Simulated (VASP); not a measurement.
Set up this calculation in VASP 6.6.1, as the native input.

| Quantity | Value |
| --- | --- |
| Task | single point |
| Functional | r2SCAN |
| Potentials or basis | VASP PAW PBE potentials, release 64 (Ti_sv) |
| Cutoff | 520 eV |
| k mesh | 20 × 20 × 20 |
| Occupations | gaussian, width 0.15 eV |
| Spin | no spin polarisation |
| Dipole correction | no |
| Further INCAR settings | ALGO = Normal; EDIFF = 1e-06; NBANDS = 12 |

Crystal: Ti.

```
CELL_PARAMETERS angstrom
0.00000 2.01478 2.03000
2.04522 0.00000 2.03000
2.04522 2.01478 0.00000
ATOMIC_POSITIONS crystal
Ti 0.00000 0.00000 0.00000
```

This cell differs from its parent crystal: strain +0.0075 x Voigt [1, -1, 0, 0, 0, 0].

These files were run (other wordings do the same):

POSCAR

```
Ti
1.0
    0.0000000000      2.0147750000      2.0300000000
    2.0452250000      0.0000000000      2.0300000000
    2.0452250000      2.0147750000      0.0000000000
Ti
1
Direct
    0.0000000000      0.0000000000      0.0000000000
```

INCAR.step1

```
PREC = Accurate
ENCUT = 520
ISMEAR = 0
SIGMA = 0.15
LREAL = False
LASPH = True
NELM = 100
NBANDS = 12
GGA = PE
ALGO = Normal
EDIFF = 1E-4
LWAVE = True
LCHARG = False
```

INCAR.step2

```
PREC = Accurate
ENCUT = 520
EDIFF = 1E-6
ISMEAR = 0
SIGMA = 0.15
LREAL = False
LASPH = True
NELM = 100
ALGO = Normal
ISIF = 2
LWAVE = False
LCHARG = False
METAGGA = R2SCAN
LMIXTAU = True
NBANDS = 12
ISTART = 1
```

KPOINTS

```
regular mesh
0
Gamma
  20 20 20
```

Potentials or basis: VASP PAW PBE potentials, release 64 (Ti_sv).

Run with:

```console
$ cat potpaw_PBE.64/Ti_sv/POTCAR > POTCAR
$ cp INCAR.step1 INCAR
$ mpirun -np 1 vasp_std > vasp.out
$ cp INCAR.step2 INCAR
$ mpirun -np 1 vasp_std > vasp.out
```

It gave:

```yaml
Pressure: 4.8 GPa
Band_gap_on_the_k_mesh: zero (bands 6 and 7 overlap by 1.46 eV)
```

Caveat: the cell differs from its parent crystal (strain +0.0075 x Voigt [1, -1, 0, 0, 0, 0]); the cell stands under pressure; the PAW data sets were made with another functional, which shifts forces and pressure a little.

Wall time 4.3 min on 1 thread of Intel(R) Xeon(R) 6975P-C (Granite Rapids), with other jobs on the host, peak memory 0.33 GiB.
